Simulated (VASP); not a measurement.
Here is a VASP 6.6.1 calculation.

Contents of INCAR:

```
SYSTEM = B3Pd
PREC = Accurate ; ENCUT = 500
EDIFF = 1E-6 ; ISMEAR = 0
SIGMA = 0.2 ; LREAL = .False.
LASPH = .True. ; NELM = 120
ALGO = Normal ; ISIF = 2
LWAVE = .False. ; LCHARG = .True.
GGA = PE ; LELF = .True.
LVHAR = .True. ; NBANDS = 29
GGA_COMPAT = .False.
```

File KPOINTS:

```
regular mesh
0
Gamma
  4 4 4
  0 0 0
```

Contents of POSCAR:

```
B3Pd
1.0
    4.9232049425      0.0000000000      0.0000000000
   -2.4616024713      4.2636205483      0.0000000000
    0.0000000000      0.0000000000      3.3670126225
B Pd
6 2
Direct
    0.8821797676      0.7643595352      0.2500000000
    0.1178202324      0.8821797676      0.7500000000
    0.7643595352      0.8821797676      0.7500000000
    0.2356404648      0.1178202324      0.2500000000
    0.8821797676      0.1178202324      0.2500000000
    0.1178202324      0.2356404648      0.7500000000
    0.3333333333      0.6666666667      0.2500000000
    0.6666666667      0.3333333333      0.7500000000
```

Potentials or basis: VASP PAW PBE potentials, release 64 (B, Pd).

The run is started by

```bash
$ cat potpaw_PBE.64/B/POTCAR potpaw_PBE.64/Pd/POTCAR > POTCAR
$ mpirun -np 1 vasp_std > vasp.out
```

(1) What does it give for the band gap on the k mesh?

(2) Predict the largest force.

(3) What does it give for the pressure?

## Answers

(1) zero (band 19 reaches 10.79 eV, above the bottom of band 20 at 9.52 eV).

(2) 0.020 eV/Å.

(3) 0.7 GPa.

Caveat: the k points lie up to 0.47 Å⁻¹ apart.
